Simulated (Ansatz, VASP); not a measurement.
# WS2 in VASP and in Ansatz

The input INCAR:

```
PREC = Accurate ; ENCUT = 400
EDIFF = 1E-8 ; ISMEAR = 0
SIGMA = 0.05 ; LREAL = F
LASPH = T ; NELM = 200
ALGO = Normal ; ISIF = 2
LWAVE = F ; LCHARG = F
LNONCOLLINEAR = T ; MAGMOM = 0 0 0 0 0 0 0 0 0
LORBIT = 11 ; LSORBIT = T
GGA_COMPAT = F ; LORBMOM = T
LMAXMIX = 4 ; GGA = RE
LEFG = T ; NBANDS = 39
```

File KPOINTS:

```
regular mesh
0
Gamma
  10 10 10
```

File POSCAR:

```
WS2
1.0
    1.5790000000      0.9116360751      6.1633333333
   -1.5790000000      0.9116360751      6.1633333333
    0.0000000000     -1.8232721501      6.1633333333
W S
1 2
Direct
    0.0000000000      0.0000000000      0.0000000000
    0.4190000000      0.4190000000      0.4190000000
    0.2497000000      0.2497000000      0.2497000000
```

input.yaml

```yaml
crystal:
  lattice: { a: 3.158, b: 3.158, c: 18.49, alpha: 90.0, beta: 90.0, gamma: 120.0 }
  space_group: 160
  reduce_to_primitive: true
  atoms:
    - { symbol: W, wyckoff: "3a", position: [0.0, 0.0, 0.0] }
    - { symbol: S, wyckoff: "3a", position: [0.3333333333, 0.6666666667, 0.0856666667] }
    - { symbol: S, wyckoff: "3a", position: [0.0, 0.0, 0.2497] }
hamiltonian:
  xc: revpbe
  pseudopotentials: { kind: paw_fr }
magnetization:
  noncollinear: true
  spin_orbit: true
kpoints:
  mp_grid: { grid: [10, 10, 10] }
scf:
  occupations: { method: gaussian, width: 0.05 }
output:
  forces: true
  stress: true
  eigenvalues: true
  efg: {}
```

Alike in both runs: task electric field gradients; functional revPBE; k mesh 10 × 10 × 10; occupations gaussian, width 0.05 eV; non-collinear spin, spin-orbit coupling.

```csv
,VASP,Ansatz
version,VASP 6.6.1,Ansatz 0.2.0
potentials or method,"VASP PAW PBE potentials, release 64 (W_sv, S)",Ansatz PAW
plane-wave cutoff (eV),400,420
valence electrons in the cell,26,26
```

VASP gave:

| Property | Result |
| --- | --- |
| pressure (GPa) | 6.7 |
| traceless stress, the component that is largest in VASP (GPa) | 0.38 |
| rms of the force components (eV/Å) | 0.281 |
| net moment per atom (μB) | 0.00 |
| size of Vzz on the site where it differs most (V/Å²) | 155.3 |

Question: Which values does Ansatz return?

Answer: Pressure (GPa): 6.5; traceless stress, the component that is largest in VASP (GPa): 0.46; rms of the force components (eV/Å): 0.277; net moment per atom (μB): 0.00; size of Vzz on the site where it differs most (V/Å²): 179.2.

VASP's potentials were made for PBE, not for revPBE. Atom by atom the forces differ by 0.011 eV/Å (rms over components). The functional is the same, so the differences come from potentials, cutoffs and numerics.
